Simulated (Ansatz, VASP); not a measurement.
Hf2TeW2S in VASP and in Ansatz

```
Hf Te W S
1.0
     4.69608    0.00000    0.00000
     0.00000    4.69608    0.00000
     0.00000    0.00000    5.68065
Hf Te W S
2 1 2 1
Cartesian
  2.3480 2.3480 0.0000
  0.0000 0.0000 2.8403
  0.0000 0.0000 0.0000
  2.3480 0.0000 3.8849
  0.0000 2.3480 1.7957
  2.3480 2.3480 2.8403
```

Change from the starting cell: species swapped into the Li2MgCdP2 type (P-4m2, No. 115).

Alike in both runs: functional PBE; k mesh 8 × 8 × 8; occupations gaussian, width 0.1 eV; no spin polarisation.

Ansatz relaxed the structure, and its values are those at the end. VASP's run is a single point on that final structure, the one shown.

|  | VASP | Ansatz |
| --- | --- | --- |
| version | VASP 6.6.1 | Ansatz 0.2.0 |
| potentials or method | VASP PAW PBE potentials, release 64 (Hf_pv, Te, W_sv, S), cutoff 520 eV | scalar-relativistic, plane waves, PAW |
| valence electrons in the cell | 60 | 102 |

Ansatz gave:

| Property | Result |
| --- | --- |
| gap on the k mesh at the Fermi level (eV) | 0.05 |
| least direct gap on the mesh (eV) | 0.07 |
| pressure (GPa) | 0.0 |
| rms of the force components (eV/Å) | 0.001 |

**Question.** Estimate VASP's values.

**Answer.** gap on the k mesh at the Fermi level (eV): 0.05; least direct gap on the mesh (eV): 0.06; pressure (GPa): -0.2; rms of the force components (eV/Å): 0.015.

VASP's potentials hold 60 valence electrons a cell and Ansatz's 102, so a difference there can come from the potentials and not from the codes.

Spin-orbit coupling is off throughout.
